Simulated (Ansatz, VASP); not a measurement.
## Ta2Si: VASP beside Ansatz

The input INCAR:

```
ALGO = Fast
EDIFF = 1E-7
ENCUT = 520
GGA = PS
ISIF = 2
ISMEAR = 0
LASPH = True
LCHARG = False
LREAL = False
LWAVE = False
NBANDS = 35
NELM = 100
PREC = Accurate
SIGMA = 0.1
```

Contents of KPOINTS:

```
k-points
0
Gamma
  2 2 2
```

POSCAR

```
Ta2Si
1.0
   -3.0877629443      3.0877629443      2.5236412193
    3.0877629443     -3.0877629443      2.5236412193
    3.0877629443      3.0877629443     -2.5236412193
Ta Si
4 2
Direct
    0.6635932100      0.8364067900      0.5000000000
    0.8364067900      0.3364067900      0.1728135800
    0.3364067900      0.1635932100      0.5000000000
    0.1635932100      0.6635932100      0.8271864200
    0.2500000000      0.2500000000      0.0000000000
    0.7500000000      0.7500000000      0.0000000000
```

Input for Ansatz:

```yaml
crystal:
  lattice:
    - [-3.0877629443, 3.0877629443, 2.5236412193]
    - [3.0877629443, -3.0877629443, 2.5236412193]
    - [3.0877629443, 3.0877629443, -2.5236412193]
  atoms:
    - { symbol: Ta, position: [0.66359321, 0.83640679, 0.5] }
    - { symbol: Ta, position: [0.83640679, 0.33640679, 0.17281358] }
    - { symbol: Ta, position: [0.33640679, 0.16359321, 0.5] }
    - { symbol: Ta, position: [0.16359321, 0.66359321, 0.82718642] }
    - { symbol: Si, position: [0.25, 0.25, 0.0] }
    - { symbol: Si, position: [0.75, 0.75, 0.0] }
basis:
  ecutwfc: 420
kpoints:
  mp_grid: { grid: [2, 2, 2] }
hamiltonian:
  xc: pbesol
scf:
  occupations: { method: gaussian, width: 0.1 }
output:
  forces: true
  stress: true
  eigenvalues: true
```

Alike in both runs: task single point; functional PBEsol; k mesh 2 × 2 × 2; occupations gaussian, width 0.1 eV; no spin polarisation.

|  | VASP | Ansatz |
| --- | --- | --- |
| version | VASP 6.6.1 | Ansatz 0.2.0 |
| potentials or method | VASP PAW PBE potentials, release 64 (Ta_pv, Si), cutoff 520 eV | scalar-relativistic, plane waves, PAW |
| valence electrons in the cell | 52 | 60 |

|  | VASP | Ansatz | Ansatz less VASP |
| --- | --- | --- | --- |
| gap on the k mesh at the Fermi level (eV) | none | none | - |
| pressure (GPa) | -1.6 | -1.8 | -0.26 |
| traceless stress, the component that is largest in VASP (GPa) | -0.53 | -0.53 | -0.008 |
| rms of the force components (eV/Å) | 0.167 | 0.163 | -0.0045 |

VASP's potentials were made for PBE, not for PBEsol. Atom by atom the forces differ by 0.004 eV/Å (rms over components). A gap of «none» marks a metal or a gap that the smearing closes. With one functional, cell and mesh, what is left measures potentials, basis and numerics. VASP's potentials hold 52 valence electrons a cell and Ansatz's 60, so a difference there can come from the potentials and not from the codes.

The k mesh is coarse, so the values compare programs but aren't converged. Neither program's run includes spin-orbit coupling.
